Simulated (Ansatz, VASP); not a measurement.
Na in VASP and in Ansatz

```
CELL_PARAMETERS angstrom
0.00000 3.80868 3.80868
3.80868 0.00000 3.80868
3.80868 3.80868 0.00000
ATOMIC_POSITIONS crystal
Na 0.50000 0.50000 0.50000
Na 0.75000 0.75000 0.75000
```

Alike in both runs: functional r2SCAN; k mesh 12 × 12 × 12; occupations gaussian, width 0.1 eV; no spin polarisation.

Ansatz relaxed the structure, and its values are those at the end. VASP's run is a single point on that final structure, the one shown.

|  | VASP | Ansatz |
| --- | --- | --- |
| version | VASP 6.6.1 | Ansatz 0.2.0 |
| potentials or method | VASP PAW PBE potentials, release 64 (Na_pv), cutoff 520 eV | scalar-relativistic, plane waves, PAW |
| valence electrons in the cell | 14 | 18 |

```tsv
	VASP	Ansatz	Ansatz less VASP
gap on the k mesh at the Fermi level (eV)	none	none	-
pressure (GPa)	0.0	0.0	+0.01
```

VASP's potentials were made for PBE, not for r2SCAN. A gap of «none» marks a metal or a gap that the smearing closes. VASP's potentials hold 14 valence electrons a cell and Ansatz's 18, so a difference there can come from the potentials and not from the codes.
